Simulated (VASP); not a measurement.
Set up this calculation in VASP 6.6.1, as the native input.

```yaml
Task: single point
Functional: PBE
Potentials_or_basis: VASP PAW PBE potentials, release 64 (Te, Sn_d)
Cutoff: 520 eV
k_mesh: 9 × 9 × 9
Occupations: fermi-dirac, width 0.1 eV
Spin: no spin polarisation
Dipole_correction: no
Further_INCAR_settings: ALGO = Normal; EDIFF = 1e-07; NBANDS = 17
```

The structure of SnTe lies in POSCAR:

```
SnTe
1.0
    0.0000000000      3.1542540000      3.1542540000
    3.1542540000      0.0000000000      3.1542540000
    3.1542540000      3.1542540000      0.0000000000
Te Sn
1 1
Direct
    0.5000000000      0.5000000000      0.5000000000
    0.0000000000      0.0000000000      0.0000000000
```

The input as run:

INCAR

```
PREC = Accurate
ENCUT = 520
EDIFF = 1E-7
ISMEAR = -1
SIGMA = 0.1
LREAL = F
LASPH = T
NELM = 60
ALGO = Normal
ISIF = 2
LWAVE = F
LCHARG = T
GGA = PE
LELF = T
LVHAR = T
NBANDS = 17
```

KPOINTS

```
regular mesh
0
Gamma
  9 9 9
```

Potentials or basis: VASP PAW PBE potentials, release 64 (Te, Sn_d).

Command:

```sh
$ cat potpaw_PBE.64/Te/POTCAR potpaw_PBE.64/Sn_d/POTCAR > POTCAR
$ mpirun -np 1 vasp_std > vasp.out
```

Results of the run:

```json
{"Pressure": "2.1 GPa"}
```

Run time: 66 s on 1 thread of AMD EPYC 7R13, with other jobs on the host, peak memory 0.19 GiB.
